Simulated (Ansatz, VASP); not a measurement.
## Two plane-wave programs on Lu

```xyz
1
Lattice="-1.8864 1.8864 1.8864 1.8864 -1.8864 1.8864 1.8864 1.8864 -1.8864" Properties=species:S:1:pos:R:3 pbc="T T T"
Lu    0.0000    0.0000    0.0000
```

Alike in both runs: task single point; functional PBEsol; k mesh 13 × 13 × 13; occupations fermi-dirac, width 0.1 eV; no spin polarisation.

|  | VASP | Ansatz |
| --- | --- | --- |
| version | VASP 6.6.1 | Ansatz 0.2.0 |
| potentials or method | VASP PAW PBE potentials, release 64 (Lu), cutoff 520 eV | plane waves (420 eV) with PAW, scalar-relativistic |
| valence electrons in the cell | 25 | 25 |

Ansatz gave:

* pressure (GPa): 2.0

Q: Estimate VASP's values.

A: Pressure (GPa): 2.1.

VASP's potentials were made for PBE, not for PBEsol, and Ansatz warns of the same on its side.

Neither program's run includes spin-orbit coupling.
